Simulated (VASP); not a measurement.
# TaRu (P4/mmm) in VASP: electric field gradients with LDA

Aim: the electric field gradients of TaRu with LDA.

All numbers are computed with VASP 6.6.1; they aren't measurements. Logs are shortened: lines on timing, memory, paths and dates and some standing lists are left out, and cuts for length are marked.

**1. The cell of the first run**

Symmetry: P4/mmm, No. 123, tetragonal system. The conventional cell has a = 3.053 Å, b = 3.053 Å, c = 3.389 Å, α = 90.00°, β = 90.00°, γ = 90.00°. Ta (site symmetry 4/mmm) has 8 Ru at 2.74 Å and 6 Ta at 3.05 to 3.39 Å within 3.6 Å. Within 3.6 Å of Ru (site symmetry 4/mmm) lie 8 Ta at 2.74 Å and 6 Ru at 3.05 to 3.39 Å.

**2. Electric field gradients, LDA**

INCAR

```
SYSTEM = TaRu
PREC = Accurate
ENCUT = 520
EDIFF = 1E-8
ISMEAR = -1
SIGMA = 0.05
LREAL = .FALSE.
LASPH = .TRUE.
NELM = 80
ALGO = Normal
ISIF = 2
LWAVE = .FALSE.
LCHARG = .FALSE.
LEFG = .TRUE.
NBANDS = 20
```

KPOINTS

```
regular mesh
0
G
  11 11 10
  0 0 0
```

POSCAR

```
TaRu
1.0
    3.0530000000      0.0000000000      0.0000000000
    0.0000000000      3.0530000000      0.0000000000
    0.0000000000      0.0000000000      3.3890000000
Ta Ru
1 1
Direct
    0.5000000000      0.5000000000      0.5000000000
    0.0000000000      0.0000000000      0.0000000000
```

Potentials or basis: VASP PAW LDA potentials, release 64 (Ta_pv, Ru_pv).

The run is started by

```
$ cat potpaw_LDA.64/Ta_pv/POTCAR potpaw_LDA.64/Ru_pv/POTCAR > POTCAR
$ mpirun -np 1 vasp_std > vasp.out
```

OUTCAR:

```text
SYSTEM = TaRu
   PREC = Accurate
   ENCUT = 520
   EDIFF = 1E-8
   ISMEAR = -1
   LREAL = .FALSE.
   LASPH = .TRUE.
   NELM = 80
   ISIF = 2

 ion  position               nearest neighbor table
   1  0.500  0.500  0.500-   2 2.74   2 2.74   2 2.74   2 2.74   2 2.74   2 2.74   2 2.74   2 2.74

   2  0.000  0.000  0.000-   1 2.74   1 2.74   1 2.74   1 2.74   1 2.74   1 2.74   1 2.74   1 2.74

  LATTYP: Found a simple tetragonal cell.
 ALAT       =     3.0530000000
 C/A-ratio  =     1.1100556829

  Lattice vectors:

 A1 = (   3.0530000000,   0.0000000000,   0.0000000000)
 A2 = (   0.0000000000,   3.0530000000,   0.0000000000)
 A3 = (   0.0000000000,   0.0000000000,   3.3890000000)

Analysis of symmetry for initial positions (statically):
=====================================================================
 Subroutine PRICEL returns:
 Original cell was already a primitive cell.

 Routine SETGRP: Setting up the symmetry group for a
 simple tetragonal supercell.

 Subroutine GETGRP returns: Found 16 space group operations
 (whereof 16 operations were pure point group operations)
 out of a pool of 16 trial point group operations.

The static configuration has the point symmetry D_4h.

Analysis of symmetry for dynamics (positions and initial velocities):
=====================================================================
 Subroutine PRICEL returns:
 Original cell was already a primitive cell.

 Routine SETGRP: Setting up the symmetry group for a
 simple tetragonal supercell.

 Subroutine GETGRP returns: Found 16 space group operations
 (whereof 16 operations were pure point group operations)
 out of a pool of 16 trial point group operations.

The dynamic configuration has the point symmetry D_4h.

 Subroutine INISYM returns: Found 16 space group operations
 (whereof 16 operations are pure point group operations),
 and found     1 'primitive' translations

----------------------------------------------------------------------------------------

                                     Primitive cell

  volume of cell :      31.5882

  direct lattice vectors                    reciprocal lattice vectors
[... 121 lines left out ...]
 maximum number of plane-waves:       863
 NGX is ok and might be reduce to    24
   NGX = 11   NGY = 11   NGZ = 13

 number of electron      25.0000007 magnetization

 Free energy of the ion-electron system (eV)
  ---------------------------------------------------
  ext. energy  EPLUGINS =         0.00000000
  ---------------------------------------------------
  free energy    TOTEN  =       -24.03561830 eV

  energy without entropy =      -24.01584230  energy(sigma->0) =      -24.02573030

 E-fermi :   9.2199     XC(G=0): -13.4866

 val. band max:        9.2175047450   @ k =   0.4545   0.0909   0.1000
 cond. band min:       9.2350438141   @ k =   0.4545   0.0000   0.5000
 fundamental gap:      0.0175390691
 Fermi energy:         9.2198976969

 k-point     1 :       0.0000    0.0000    0.0000
  band No.  band energies     occupation
      1     -33.5242      2.00000
      2     -33.4780      2.00000
      3     -33.4780      2.00000
      4     -25.4532      2.00000
      5     -25.3134      2.00000
      6     -25.3134      2.00000
[... 541 lines left out ...]
     19      18.3997      0.00000
     20      19.4253      0.00000

 [... further k-points ...]

------------------------ aborting loop because EDIFF is reached ----------------------------------------

  FORCE on cell =-STRESS in cart. coord.  units (eV):
  Direction    XX          YY          ZZ          XY          YZ          ZX
  --------------------------------------------------------------------------------------
  -------------------------------------------------------------------------------------
  Total       -1.9569389     -1.9569389     -1.7385168      0.0000000      0.0000000      0.0000000
  in kB      -99.2573508    -99.2573508    -88.1788208      0.0000000      0.0000000      0.0000000
  external PRESSURE =     -95.5645075 kB  Pullay stress =       0.0000000 kB

 VOLUME and BASIS-vectors are now :
 -----------------------------------------------------------------------------
  energy-cutoff  :      520.00
  volume of cell :       31.59
      direct lattice vectors                 reciprocal lattice vectors
     3.053000000  0.000000000  0.000000000     0.327546675  0.000000000  0.000000000
     0.000000000  3.053000000  0.000000000     0.000000000  0.327546675  0.000000000
     0.000000000  0.000000000  3.389000000     0.000000000  0.000000000  0.295072293

 POSITION                                       TOTAL-FORCE (eV/Angst)
 -----------------------------------------------------------------------------------
      1.52650      1.52650      1.69450         0.000000      0.000000      0.000000
      0.00000      0.00000      0.00000         0.000000      0.000000      0.000000
 -----------------------------------------------------------------------------------
    total drift:                                0.000000      0.000000     -0.000000

  FREE ENERGIE OF THE ION-ELECTRON SYSTEM (eV)
  ---------------------------------------------------
  free  energy   TOTEN  =       -24.0356183045 eV

  energy  without entropy=      -24.0158423043  energy(sigma->0) =      -24.02573030

 Electric field gradients (V/A^2)
---------------------------------------------------------------------
 ion       V_xx      V_yy      V_zz      V_xy      V_xz      V_yz
---------------------------------------------------------------------
   1      -6.422    -6.422    12.843     0.000    -0.000    -0.000
   2     -12.973   -12.973    25.945     0.000     0.000     0.000
---------------------------------------------------------------------

 Electric field gradients after diagonalization (V/A^2)
 (convention: |V_zz| > |V_xx| > |V_yy|)
----------------------------------------------------------------------
 ion       V_xx      V_yy      V_zz     asymmetry (V_yy - V_xx)/ V_zz
----------------------------------------------------------------------
   1      -6.422    -6.422    12.843       0.000
   2     -12.973   -12.973    25.945       0.000
----------------------------------------------------------------------

           NMR quadrupolar parameters

 Cq : quadrupolar parameter    Cq=e*Q*V_zz/h
 eta: asymmetry parameters     (V_yy - V_xx)/ V_zz
 Q  : nuclear electric quadrupole moment in mb (millibarn)
----------------------------------------------------------------------
 ion       Cq(MHz)       eta       Q (mb)
----------------------------------------------------------------------
   1       0.031       0.000       1.000
   2       0.063       0.000       1.000
----------------------------------------------------------------------
```

OSZICAR:

```text
N       E                     dE             d eps       ncg     rms          rms(c)
DAV:   1     0.227704676577E+03    0.22770E+03   -0.14150E+04  5040   0.129E+03
DAV:   2    -0.195034207449E+02   -0.24721E+03   -0.24188E+03  5516   0.397E+02
DAV:   3    -0.252657985071E+02   -0.57624E+01   -0.57038E+01  5980   0.621E+01
DAV:   4    -0.253089284488E+02   -0.43130E-01   -0.43059E-01  5968   0.543E+00
DAV:   5    -0.253096442592E+02   -0.71581E-03   -0.71513E-03  6160   0.612E-01    0.179E+01
DAV:   6    -0.242733354783E+02    0.10363E+01   -0.15097E+00  5732   0.108E+01    0.718E+00
DAV:   7    -0.241104335189E+02    0.16290E+00   -0.10275E+00  5640   0.584E+00    0.238E+00
DAV:   8    -0.240412287005E+02    0.69205E-01   -0.41424E-01  5704   0.366E+00    0.631E-01
DAV:   9    -0.240359277864E+02    0.53009E-02   -0.96850E-03  5876   0.860E-01    0.208E-01
DAV:  10    -0.240356163340E+02    0.31145E-03   -0.32764E-04  6592   0.155E-01    0.471E-02
DAV:  11    -0.240356191982E+02   -0.28642E-05   -0.17968E-05  5908   0.302E-02    0.164E-02
DAV:  12    -0.240356183738E+02    0.82446E-06   -0.57457E-06  5872   0.134E-02    0.426E-03
DAV:  13    -0.240356183051E+02    0.68630E-07   -0.18958E-07  6108   0.377E-03    0.488E-04
DAV:  14    -0.240356183045E+02    0.66484E-09   -0.64098E-09  3860   0.627E-04
   1 F= -.24035618E+02 E0= -.24025730E+02  d E =-.197760E-01
```

stdout:

```text
POSCAR found type information on POSCAR TaRu
 POSCAR found :  2 types and       2 ions
 scaLAPACK will be used
 LDA part: xc-table for (Slater(with rela. corr.)+CA(PZ))
 , standard interpolation
 POSCAR, INCAR and KPOINTS ok, starting setup
 FFT: planning ... GRIDC
 FFT: planning ... GRID_SOFT
 FFT: planning ... GRID
 WAVECAR not read
 entering main loop
ion   1

ion   2
```

Run time: 2.2 min. Hardware: 1 thread of AMD EPYC 7R13, shared host; peak memory 0.16 GiB.

Results:

```
Free energy                             : -24.0356 eV
Pressure                                : -9.6 GPa
Band gap on the k mesh                  : zero (an odd number of electrons rules out a gap without spin polarisation)
Largest electric field gradient by atom : Ta +12.8; Ru +25.9 V/Å²
```

Levels at points of the mesh, in eV from the Fermi level:
| k point | band 8 | band 9 | band 10 | band 11 | band 12 | band 13 | band 14 | band 15 | band 16 | band 17 |
| --- | --- | --- | --- | --- | --- | --- | --- | --- | --- | --- |
| (0.00, 0.00, 0.00) | -5.84 | -5.63 | -2.35 | -2.35 | -1.49 | 0.43 | 1.77 | 4.30 | 4.42 | 4.42 |
| (0.00, 0.00, 0.50) | -4.77 | -3.88 | -2.53 | -1.79 | -1.79 | -0.81 | 0.07 | 0.78 | 0.78 | 3.00 |

Electric field gradients, principal values (V/Å²):
```tsv
atom	least	middle	greatest (by size)
1 Ta	-6.422	-6.422	12.843
2 Ru	-12.973	-12.973	25.945
```

Caveat: the cell stands under tension; without QUAD_EFG the Cq values of the log hold for a quadrupole moment of 1 mb, not for the nuclei; spin-orbit coupling is left out, which moves the levels of the heavy elements.
